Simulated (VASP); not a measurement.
# PbSe (I4/mmm) in VASP: further runs

PbSe is run at these levels: PBE+D3(BJ); tasks: single point.

All numbers are computed with VASP 6.6.1; they aren't measurements. Logs are shortened: lines on timing, memory, paths and dates and some standing lists are left out, and cuts for length are marked.

## (1) The cell of the first run

Symmetry: I4/mmm, No. 139, tetragonal system. The conventional cell has a = 4.359 Å, b = 4.359 Å, c = 6.365 Å, α = 90.00°, β = 90.00°, γ = 90.00°. Within 4.1 Å of Pb (site symmetry 4/mmm) lie 6 Se at 3.08 to 3.18 Å. Within 4.1 Å of Se (site symmetry 4/mmm) lie 6 Pb at 3.08 to 3.18 Å.

## (2) Single point, PBE+D3(BJ) (30.24 Å³/atom)

Contents of INCAR:

```
PREC = Accurate
ENCUT = 520
EDIFF = 1E-7
ISMEAR = 0
SIGMA = 0.03
LREAL = False
LASPH = True
NELM = 80
ALGO = Normal
ISIF = 2
LWAVE = False
LCHARG = False
GGA = PE
IVDW = 12
NBANDS = 17
```

Contents of KPOINTS:

```
Automatic mesh
0
Gamma
  10 10 10
```

Contents of POSCAR:

```
PbSe
1.0
    0.0000000000      3.0822570864      3.1827386674
    3.0822570864      0.0000000000      3.1827386674
    3.0822570864      3.0822570864      0.0000000000
Pb Se
1 1
Direct
    0.0000000000      0.0000000000      0.0000000000
    0.5000000000      0.5000000000      0.5000000000
```

Potentials or basis: VASP PAW PBE potentials, release 64 (Pb_d, Se).

The run is started by

```sh
> cat potpaw_PBE.64/Pb_d/POTCAR potpaw_PBE.64/Se/POTCAR > POTCAR
> mpirun -np 1 vasp_std > vasp.out
```

OUTCAR:

```text
PREC = Accurate
   ENCUT = 520
   EDIFF = 1E-7
   ISMEAR = 0
   LREAL = False
   LASPH = True
   NELM = 80
   ISIF = 2
   GGA = PE
   IVDW = 12
 IVDW          = 12

 ion  position               nearest neighbor table
   1  0.000  0.000  0.000-   2 3.08   2 3.08   2 3.08   2 3.08   2 3.18   2 3.18
   2  0.500  0.500  0.500-   1 3.08   1 3.08   1 3.08   1 3.08   1 3.18   1 3.18

  LATTYP: Found a body centered tetragonal cell.
 ALAT       =     4.3589697743
 C/A-ratio  =     1.4603169245

  Lattice vectors:

 A1 = (  -3.0822570864,   0.0000000000,   3.1827386674)
 A2 = (   3.0822570864,   0.0000000000,   3.1827386674)
 A3 = (   0.0000000000,   3.0822570864,  -3.1827386674)

Analysis of symmetry for initial positions (statically):
=====================================================================
 Subroutine PRICEL returns:
 Original cell was already a primitive cell.

 Routine SETGRP: Setting up the symmetry group for a
 body centered tetragonal supercell.

 Subroutine GETGRP returns: Found 16 space group operations
 (whereof 16 operations were pure point group operations)
 out of a pool of 16 trial point group operations.

The static configuration has the point symmetry D_4h.

Analysis of symmetry for dynamics (positions and initial velocities):
=====================================================================
 Subroutine PRICEL returns:
 Original cell was already a primitive cell.

 Routine SETGRP: Setting up the symmetry group for a
 body centered tetragonal supercell.

 Subroutine GETGRP returns: Found 16 space group operations
 (whereof 16 operations were pure point group operations)
 out of a pool of 16 trial point group operations.

The dynamic configuration has the point symmetry D_4h.

 Subroutine INISYM returns: Found 16 space group operations
 (whereof 16 operations are pure point group operations),
 and found     1 'primitive' translations

----------------------------------------------------------------------------------------

                                     Primitive cell

  volume of cell :      60.4740

  direct lattice vectors                    reciprocal lattice vectors
     0.000000000  3.082257086  3.182738667    -0.162218785  0.162218785  0.157097410
     3.082257086  0.000000000  3.182738667     0.162218785 -0.162218785  0.157097410
     3.082257086  3.082257086  0.000000000     0.162218785  0.162218785 -0.157097410

  length of vectors
     4.430590725  4.430590725  4.358969774     0.278045796  0.278045796  0.278045796

  position of ions in fractional coordinates (direct lattice)
     0.000000000  0.000000000  0.000000000
     0.500000000  0.500000000  0.500000000

  ion indices of the primitive-cell ions
   primitive index   ion index
                 1           1
                 2           2

----------------------------------------------------------------------------------------

 KPOINTS: Automatic mesh

Automatic generation of k-mesh.
 Grid dimensions read from file:
 generate k-points for:   10   10   10

 Generating k-lattice:

  Cartesian coordinates                     Fractional coordinates (reciprocal lattice)
    -0.016221879  0.016221879  0.015709741     0.100000000 -0.000000000  0.000000000
     0.016221879 -0.016221879  0.015709741    -0.000000000  0.100000000  0.000000000
     0.016221879  0.016221879 -0.015709741     0.000000000  0.000000000  0.100000000

  Length of vectors
     0.027804580  0.027804580  0.027804580

  Shift w.r.t. Gamma in fractional coordinates (k-lattice)
     0.000000000  0.000000000  0.000000000

 Subroutine IBZKPT returns following result:
 ===========================================

 Found    102 irreducible k-points:

 Following reciprocal coordinates:
            Coordinates               Weight
  0.000000  0.000000  0.000000      1.000000
  0.100000  0.000000  0.000000      8.000000
  0.200000  0.000000  0.000000      8.000000
  0.300000  0.000000  0.000000      8.000000
  0.400000  0.000000  0.000000      8.000000
  0.500000  0.000000  0.000000      4.000000
[... 16 lines left out ...]
  0.300000  0.300000  0.000000      2.000000
  0.400000  0.300000  0.000000      8.000000
 [... further k-points ...]
   k-points           NKPTS =    102   k-points in BZ     NKDIM =    102   number of bands    NBANDS=     17
   number of dos      NEDOS =    301   number of ions     NIONS =      2
   total plane-waves  NPLWV =  41472
   dimension x,y,z NGX =    36 NGY =   36 NGZ =   32
   dimension x,y,z NGXF=    72 NGYF=   72 NGZF=   64
   ions per type =               1   1
   NGX,Y,Z   is equivalent  to a cutoff of  13.51, 13.51, 12.20 a.u.
   NGXF,Y,Z  is equivalent  to a cutoff of  27.02, 27.02, 24.41 a.u.
 SYSTEM =  unknown system
   PREC   = accura    normal or accurate (medium, high low for compatibility)
   ISTART =      0    job   : 0-new  1-cont  2-samecut
   ICHARG =      2    charge: 1-file 2-atom 10-const
   ISPIN  =      1    spin polarized calculation?
   LNONCOLLINEAR =      F non collinear calculations
   LSORBIT =      F    spin-orbit coupling
   LASPH  =      T    aspherical Exc in radial PAW
   ENCUT  =  520.0 eV  38.22 Ry    6.18 a.u.   8.24  8.24  8.10*2*pi/ulx,y,z
   NELM   =     80;   NELMIN=  2; NELMDL= -5     # of ELM steps
   EDIFF  = 0.1E-06   stopping-criterion for ELM
   LREAL  =      F    real-space projection
   EDIFFG = 0.1E-05   stopping-criterion for IOM
   NSW    =      0    number of steps for IOM
   IBRION =     -1    ionic relax: 0-MD 1-quasi-New 2-CG
   NFREE  =      0    steps in history (QN), initial steepest desc. (CG)
   ISIF   =      2    stress and relaxation
   ISYM   =      2    0-nonsym 1-usesym 2-fastsym
   POTIM  = 0.5000    time-step for ionic-motion
   TEBEG  =    0.0;   TEEND  =   0.0 temperature during run
   PSTRESS=    0.0 pullay stress
   NELECT =      20.0000    total number of electrons
   NUPDOWN=      -1.0000    fix difference up-down
   EMIN   =  10.00;   EMAX   =-10.00  energy-range for DOS
   EFERMI =   0.00;   METHOD = LEGACY
   ISMEAR =     0;   SIGMA  =   0.03  broadening in eV -4-tet -1-fermi 0-gaus
   EFERMI_NEDOS =   21; number of points for ismear=-14 and -15
   IALGO  =     38    algorithm
   IMIX   =      4    mixing-type and parameters
     AMIX     =   0.40;   BMIX     =  1.00
     AMIX_MAG =   1.60;   BMIX_MAG =  1.00
  volume/ion in A,a.u.               =      30.24       204.05
  Fermi-wavevector in a.u.,A,eV,Ry     =   1.132127  2.139410 17.438754  1.281712
  Thomas-Fermi vector in A             =   2.268828
   LORBIT       =      0    0 simple, 1 ext, 2 COOP (PROOUT), +10 PAW based schemes
   GGA     = PE    functional components
   LHFCALC =     F    Hartree Fock is set to
   AEXX    =    0.0000 exact exchange contribution
   IVDW    =    12    specifies the selected vdW correction
   LEPSILON=     F    determine dielectric tensor
   LRPA    =     F    only Hartree local field effects (RPA)
 non-spin polarized calculation
 Gauss-broadening in eV      SIGMA  =   0.03
  energy-cutoff  :      520.00
  volume of cell :       60.47
 maximum number of plane-waves:      1658
 NGX is ok and might be reduce to    36
   NGX = 17   NGY = 17   NGZ = 17

 number of electron      20.0000002 magnetization

 Free energy of the ion-electron system (eV)
  ---------------------------------------------------
  ext. energy  EPLUGINS =         0.00000000
  ---------------------------------------------------
  free energy    TOTEN  =        -8.18548617 eV

  energy without entropy =       -8.18548617  energy(sigma->0) =       -8.18548617

 E-fermi :   4.5910     XC(G=0):  -9.2849

 val. band max:        4.4111063736   @ k =   0.5000   0.0000   0.0000
 cond. band min:       4.8421209899   @ k =   0.5000   0.0000   0.0000
 fundamental gap:      0.4310146163
 Fermi energy:         4.5910073526

 k-point     1 :       0.0000    0.0000    0.0000
  band No.  band energies     occupation
      1     -12.3366      2.00000
      2     -12.3346      2.00000
      3     -12.3346      2.00000
      4     -12.3235      2.00000
      5     -12.3144      2.00000
      6      -8.7339      2.00000
[... 9 lines left out ...]
     16      11.1255      0.00000
     17      12.2936      0.00000

 k-point     2 :       0.1000    0.0000    0.0000
  band No.  band energies     occupation
      1     -12.3375      2.00000
      2     -12.3338      2.00000
      3     -12.3331      2.00000
      4     -12.3217      2.00000
      5     -12.3156      2.00000
      6      -8.6648      2.00000
[... 9 lines left out ...]
     16      11.3293      0.00000
     17      12.9794      0.00000

 k-point     3 :       0.2000    0.0000    0.0000
  band No.  band energies     occupation
      1     -12.3411      2.00000
      2     -12.3320      2.00000
      3     -12.3311      2.00000
      4     -12.3169      2.00000
      5     -12.3157      2.00000
      6      -8.4689      2.00000
[... 9 lines left out ...]
     16      11.8607      0.00000
     17      14.3582      0.00000

 k-point     4 :       0.3000    0.0000    0.0000
  band No.  band energies     occupation
      1     -12.3459      2.00000
      2     -12.3337      2.00000
      3     -12.3305      2.00000
      4     -12.3133      2.00000
      5     -12.3073      2.00000
      6      -8.1875      2.00000
[... 9 lines left out ...]
     16      12.6886      0.00000
     17      15.7310      0.00000
[... 343 lines left out ...]
      1     -12.3466      2.00000
      2     -12.3321      2.00000
      3     -12.3289      2.00000
      4     -12.3222      2.00000
      5     -12.3018      2.00000
      6      -8.0765      2.00000
[... 9 lines left out ...]
     16      13.4182      0.00000
     17      14.4626      0.00000

 k-point    23 :       0.3000    0.3000    0.0000
  band No.  band energies     occupation
      1     -12.3862      2.00000
      2     -12.3319      2.00000
      3     -12.3129      2.00000
      4     -12.3129      2.00000
      5     -12.3056      2.00000
      6      -8.0478      2.00000
[... 9 lines left out ...]
     16      14.5858      0.00000
     17      14.7571      0.00000

 k-point    24 :       0.4000    0.3000    0.0000
  band No.  band energies     occupation
      1     -12.3966      2.00000
      2     -12.3314      2.00000
      3     -12.3114      2.00000
      4     -12.3095      2.00000
      5     -12.3032      2.00000
      6      -7.8476      2.00000
[... 9 lines left out ...]
     16      15.1750      0.00000
     17      15.7235      0.00000

 [... further k-points ...]

------------------------ aborting loop because EDIFF is reached ----------------------------------------

 Edisp (eV)   -0.69773

 E8    (eV) :    -0.3258

  FORCE on cell =-STRESS in cart. coord.  units (eV):
  Direction    XX          YY          ZZ          XY          YZ          ZX
  --------------------------------------------------------------------------------------
  -------------------------------------------------------------------------------------
  Total      -0.37617    -0.37617    -1.51931     0.00000    -0.00000     0.00000
  in kB      -9.96621    -9.96621   -40.25207     0.00000    -0.00000     0.00000
  external pressure =      -20.06 kB  Pullay stress =        0.00 kB

 VOLUME and BASIS-vectors are now :
 -----------------------------------------------------------------------------
  energy-cutoff  :      520.00
  volume of cell :       60.47
      direct lattice vectors                 reciprocal lattice vectors
     0.000000000  3.082257086  3.182738667    -0.162218785  0.162218785  0.157097410
     3.082257086  0.000000000  3.182738667     0.162218785 -0.162218785  0.157097410
     3.082257086  3.082257086  0.000000000     0.162218785  0.162218785 -0.157097410

 POSITION                                       TOTAL-FORCE (eV/Angst)
 -----------------------------------------------------------------------------------
      0.00000      0.00000      0.00000         0.000000     -0.000000      0.000000
      3.08226      3.08226      3.18274         0.000000      0.000000     -0.000000
 -----------------------------------------------------------------------------------
    total drift:                                0.000000      0.000000      0.000000

  FREE ENERGIE OF THE ION-ELECTRON SYSTEM (eV)
  ---------------------------------------------------
  free  energy   TOTEN  =        -8.8832209918 eV

  energy  without entropy=       -8.8832209918  energy(sigma->0) =       -8.88322099
```

Run time: 56 s. Hardware: 1 thread of AMD EPYC 9R45 (Zen 5), shared host; peak memory 0.24 GiB.

What came out:

| Item | Value |
| --- | --- |
| Free energy | -8.8832 eV |
| Pressure | -2.0 GPa |
| Band gap on the k mesh | 0.43 eV |
| Dispersion energy per atom | -0.349 eV |

Stress tensor (GPa, compression positive):
```
-1.00  0.00  0.00
 0.00 -1.00  0.00
 0.00  0.00 -4.03
```

Caveat: spin-orbit coupling is left out, which moves the levels of the heavy elements. A k mesh can miss the band edges.

## (3) Single point, PBE+D3(BJ) (30.93 Å³/atom)

This run uses another cell than the first one, of 30.93 Å³/atom.

Contents of INCAR:

```
ALGO = Normal
EDIFF = 1E-6
ENCUT = 520
GGA = PE
ISIF = 2
ISMEAR = 0
IVDW = 12
LASPH = T
LCHARG = F
LREAL = F
LWAVE = F
NBANDS = 17
NELM = 100
PREC = Accurate
SIGMA = 0.03
```

Contents of KPOINTS:

```
k-points
0
Gamma
  10 10 10
```

Contents of POSCAR:

```
PbSe
1.0
    0.0000000000      3.1222445041      3.1728248650
    3.1222445041      0.0000000000      3.1728248650
    3.1222445041      3.1222445041      0.0000000000
Pb Se
1 1
Direct
    0.0000000000      0.0000000000      0.0000000000
    0.5000000000      0.5000000000      0.5000000000
```

Potentials or basis: VASP PAW PBE potentials, release 64 (Pb_d, Se).

The run is started by

```sh
> cat potpaw_PBE.64/Pb_d/POTCAR potpaw_PBE.64/Se/POTCAR > POTCAR
> mpirun -np 1 vasp_std > vasp.out
```

It took 63 s on 1 thread of AMD EPYC 9R45 (Zen 5), shared host; peak memory 0.25 GiB.

The run converged. Its results:

```
Free energy                : -8.8715 eV
Pressure                   : -2.8 GPa
Band gap on the k mesh     : 0.51 eV
Dispersion energy per atom : -0.342 eV
```

Stress tensor (GPa, compression positive):
```
-2.30  0.00  0.00
 0.00 -2.30  0.00
 0.00  0.00 -3.69
```

Levels at points of the mesh, in eV from the valence-band top:
```tsv
k point	band 7	band 8	band 9	band 10	band 11	band 12	band 13	band 14
(0.00, 0.00, 0.00)	-6.37	-1.55	-1.55	-1.41	4.36	4.70	4.70	6.66
(0.50, 0.00, 0.00)	-8.36	-1.16	-1.13	0.00	0.51	1.85	1.93	8.50
(0.50, 0.50, 0.00)	-7.18	-4.30	-2.71	-2.71	4.09	5.42	5.42	5.64
(0.50, 0.00, 0.50)	-7.24	-4.34	-2.82	-2.66	4.03	5.17	5.51	5.84
```

Caveat: spin-orbit coupling is left out, which moves the levels of the heavy elements. A k mesh can miss the band edges.
